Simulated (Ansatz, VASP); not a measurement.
One calculation of SiC, two programs

The input INCAR:

```
SYSTEM = SiC
ALGO = Normal ; EDIFF = 1E-6
ENCUT = 600 ; GGA = CA
GGA_COMPAT = .FALSE. ; ISIF = 2
ISMEAR = 0 ; LASPH = .TRUE.
LCHARG = .FALSE. ; LREAL = .FALSE.
LWAVE = .FALSE. ; NBANDS = 11
NELM = 120 ; PREC = Accurate
SIGMA = 0.01
```

The input KPOINTS:

```
k-points
0
G
  10 10 10
  0 0 0
```

The input POSCAR:

```
SiC
1.0
    0.0000000000      2.1861290539      2.1489769158
    2.1861290539      0.0000000000      2.1489769158
    2.1861290539      2.1861290539      0.0000000000
Si C
1 1
Direct
    0.0000000000      0.0000000000      0.0000000000
    0.2500000000      0.2500000000      0.2500000000
```

Input for Ansatz:

```yaml
crystal:
  lattice:
    - [0.0, 2.1861290539, 2.1489769158]
    - [2.1861290539, 0.0, 2.1489769158]
    - [2.1861290539, 2.1861290539, 0.0]
  atoms:
    - { symbol: Si, position: [0.0, 0.0, 0.0] }
    - { symbol: C, position: [0.25, 0.25, 0.25] }
basis:
  ecutwfc: 420
kpoints:
  mp_grid: { grid: [10, 10, 10] }
  band_path:
    path:
      - [0.0, 0.0, 0.0]
      - [0.0, 0.0, 0.0]
      - [0.5, 0.5, 0.0]
      - [0.0, 0.5, 0.5]
      - [0.5, 0.5, 0.5]
      - [0.0, 0.0, 0.5]
      - [0.0029523115, 0.0029523115, 0.005904623]
      - [-0.0029523115, -0.0029523115, -0.005904623]
      - [0.0029523115, 0.0029523115, 0.005904623]
      - [-0.0029523115, -0.0029523115, -0.005904623]
    npoints: 1
hamiltonian:
  xc: lda
  pseudopotentials: { kind: paw }
scf:
  occupations: { method: fixed }
  n_extra_bands: 5
output:
  forces: true
  stress: true
  eigenvalues: true
```

Alike in both runs: task single point; functional LDA; k mesh 10 × 10 × 10; no spin polarisation.

```csv
,VASP,Ansatz
version,VASP 6.6.1,Ansatz 0.2.0
potentials or method,"VASP PAW LDA potentials, release 64 (Si, C), cutoff 600 eV","scalar-relativistic, plane waves, PAW"
occupations,"gaussian, width 0.01 eV",fixed
valence electrons in the cell,8,8
```

```csv
,VASP,Ansatz,Ansatz less VASP
gap on the k mesh at the Fermi level (eV),1.12,1.13,+0.012
least direct gap on the mesh (eV),4.48,4.50,+0.012
pressure (GPa),-2.6,-2.9,-0.25
"traceless stress, the component that is largest in VASP (GPa)",2.87,2.87,-0.002
```

LDA's correlation is that of Perdew and Zunger in VASP and of Perdew and Wang (1992) in Ansatz.
